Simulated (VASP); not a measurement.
The system is Cd3Te2.

```xyz
5
Lattice="2.1500 1.2413 8.4000 -2.1500 1.2413 8.4000 0.0000 -2.4826 8.4000" Properties=species:S:1:pos:R:3 pbc="T T T"
Cd    0.0000    0.0000   19.9080
Cd    0.0000    0.0000    5.2920
Cd    0.0000    0.0000    0.0000
Te    0.0000    0.0000   10.0800
Te    0.0000    0.0000   15.1200
```

```yaml
Program: VASP 6.6.1
Task: relaxation of cell and atoms
Functional: PBE
Potentials_or_basis: VASP PAW PBE potentials, release 64 (Cd, Te)
Cutoff: 600 eV
k_mesh: 4 × 4 × 4
Occupations: gaussian, width 0.2 eV
Spin: no spin polarisation
```

At the start: pressure 5.4 GPa; volume 26.90 Å³/atom.

Where does the relaxation end?

Over 9 steps the energy falls by 71.4 meV/atom and the volume is 29.20 Å³/atom (+8.5 %); space group R-3m (No. 166, to 0.1 Å) before and after.

The path:
```csv
step,energy change (eV),largest force (eV/Å),pressure (GPa),volume (Å³)
1,0.0000,1.0445,5.40,134.51
2,-0.2711,0.3057,-1.08,152.94
3,-0.2787,0.3999,-0.35,149.94
4,-0.3011,0.3537,-0.30,149.20
5,-0.3472,0.1737,-0.12,146.96
6,-0.2986,0.3326,0.69,142.39
7,-0.3549,0.0923,0.04,145.81
8,-0.3550,0.0978,0.05,145.72
9,-0.3569,0.0728,-0.08,145.98
```

Final structure:
```
Cd Te
1.0
     2.17805    1.25750    8.88341
    -2.17805    1.25750    8.88341
     0.00000   -2.51500    8.88341
Cd Te
3 2
Direct
  0.79638 0.79638 0.79638
  0.20362 0.20362 0.20362
  0.00000 0.00000 0.00000
  0.39848 0.39848 0.39848
  0.60152 0.60152 0.60152
```

Caveat: the k points lie up to 0.42 Å⁻¹ apart in the final cell, too coarse for converged energies and pressures of a metal; the relaxation stopped at a loose force limit of 0.08 eV/Å, so its end isn't a converged minimum.
